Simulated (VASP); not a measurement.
The system is NaF.

```
Na F
1.0
     0.00000    2.29717    2.29717
     2.29717    0.00000    2.29717
     2.29717    2.29717    0.00000
Na F
1 1
Direct
  0.00000 0.00000 0.00000
  0.50000 0.50000 0.50000
```

Base run:

- Program: VASP 6.6.1
- Functional: PBE
- Potentials or basis: VASP PAW PBE potentials, release 64 (Na_pv, F)
- Cutoff: 520 eV
- k mesh: 8 × 8 × 8
- Occupations: gaussian, width 0.01 eV
- Spin: no spin polarisation

Its results: band gap on the k mesh 6.44 eV, direct; pressure 3.5 GPa.

Question: The run is repeated on the same cell with these changes: functional from PBE to r2SCAN; further incar settings from ALGO = Normal; EDIFF = 1e-06; NBANDS = 14 to ALGO = Normal; EDIFF = 1e-07; NBANDS = 14. What comes out?

Answer: Band gap on the k mesh 7.32 eV, direct; pressure -0.9 GPa.

Caveats: the PAW data sets were made with another functional, which shifts forces and pressure a little (some runs).

